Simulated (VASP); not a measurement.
Set up this calculation in VASP 6.6.1, as the native input.

| Item | Value |
| --- | --- |
| Task | single point |
| Functional | PBE |
| Potentials or basis | VASP PAW PBE potentials, release 64 (W_sv, S) |
| Cutoff | 520 eV |
| k mesh | 10 × 10 × 2 |
| Occupations | fermi-dirac, width 0.05 eV |
| Spin | no spin polarisation |
| Dipole correction | no |
| Further INCAR settings | ALGO = Normal; EDIFF = 1e-06; NBANDS = 20 |

The structure of WS2 lies in POSCAR:

```
WS2
1.0
    3.1835163552      0.0000000000      0.0000000000
   -1.5917581776      2.7570060369      0.0000000000
    0.0000000000      0.0000000000     16.9505778900
W S
1 2
Direct
   -0.0022520000      0.0009590000     -0.0023540000
    0.3398470000      0.6594670000      0.0928740000
    0.3315340000      0.6584820000      0.9087850000
```

This cell differs from its parent crystal: atoms moved at random.

One way to write it, as run:

INCAR

```
SYSTEM = WS2
PREC = Accurate
ENCUT = 520
EDIFF = 1E-6
ISMEAR = -1
SIGMA = 0.05
LREAL = .False.
LASPH = .True.
NELM = 100
ALGO = Normal
ISIF = 2
LWAVE = .False.
LCHARG = .False.
GGA = PE
NBANDS = 20
```

KPOINTS

```
Automatic mesh
0
Gamma
  10 10 2
  0 0 0
```

Potentials or basis: VASP PAW PBE potentials, release 64 (W_sv, S).

Launch:

```bash
$ cat potpaw_PBE.64/W_sv/POTCAR potpaw_PBE.64/S/POTCAR > POTCAR
$ mpirun -np 1 vasp_std > vasp.out
```

Results of the run:

```json
{
  "Largest force": "1.908 eV/Å",
  "Band gap on the k mesh": "1.93 eV, indirect (least direct gap 2.14 eV)"
}
```

Caveat: the cell differs from its parent crystal (atoms moved at random); spin-orbit coupling is left out, which moves the levels of the heavy elements.

Wall time 6.7 min on 1 thread of AMD EPYC 7R43 64-Core Processor (Zen 3) (shared host), peak memory 0.39 GiB.
